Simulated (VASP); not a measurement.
## Y: single point with PBE

The system is Y.

```
Y
1.0
     3.65354    0.00000    0.00000
    -1.82677    3.16406    0.00000
     0.00000    0.00000    5.69886
Y
2
Cartesian
  0.0000 2.1094 1.4247
  1.8268 1.0547 4.2741
```

```json
{
  "Program": "VASP 6.6.1",
  "Task": "single point",
  "Functional": "PBE",
  "Potentials or basis": "VASP PAW PBE potentials, release 64 (Y_sv)",
  "Cutoff": "520 eV",
  "k mesh": "4 × 4 × 2",
  "Occupations": "fermi-dirac, width 0.1 eV",
  "Spin": "no spin polarisation",
  "Dipole correction": "no",
  "Further INCAR settings": "ALGO = Normal; EDIFF = 1e-06; NBANDS = 18"
}
```

```json
{
  "Pressure": "0.6 GPa",
  "Band gap on the k mesh": "zero (bands 11 and 12 overlap by 1.35 eV)"
}
```

Stress tensor (GPa, compression positive):
```
0.34 0.00 0.00
0.00 0.34 0.00
0.00 0.00 1.08
```

Levels at points of the mesh, in eV from the Fermi level:
| k point | band 7 | band 8 | band 9 | band 10 | band 11 | band 12 | band 13 | band 14 |
| --- | --- | --- | --- | --- | --- | --- | --- | --- |
| (0.00, 0.00, 0.00) | -22.51 | -22.47 | -4.77 | -1.93 | 0.83 | 1.65 | 1.65 | 2.00 |
| (0.50, 0.00, 0.00) | -22.63 | -22.56 | -1.76 | -1.26 | -0.89 | -0.21 | 1.33 | 1.35 |
| (0.00, 0.00, 0.50) | -22.55 | -22.55 | -3.32 | -3.32 | 0.89 | 0.89 | 1.56 | 1.56 |
| (0.50, 0.00, 0.50) | -22.62 | -22.62 | -1.73 | -1.73 | -0.01 | -0.01 | 1.29 | 1.29 |

Wall time 44 s on 1 thread of Intel Xeon 8259CL (shared host), peak memory 0.18 GiB.

Caveat: the k points lie up to 0.55 Å⁻¹ apart, too coarse for converged energies and pressures of a metal.
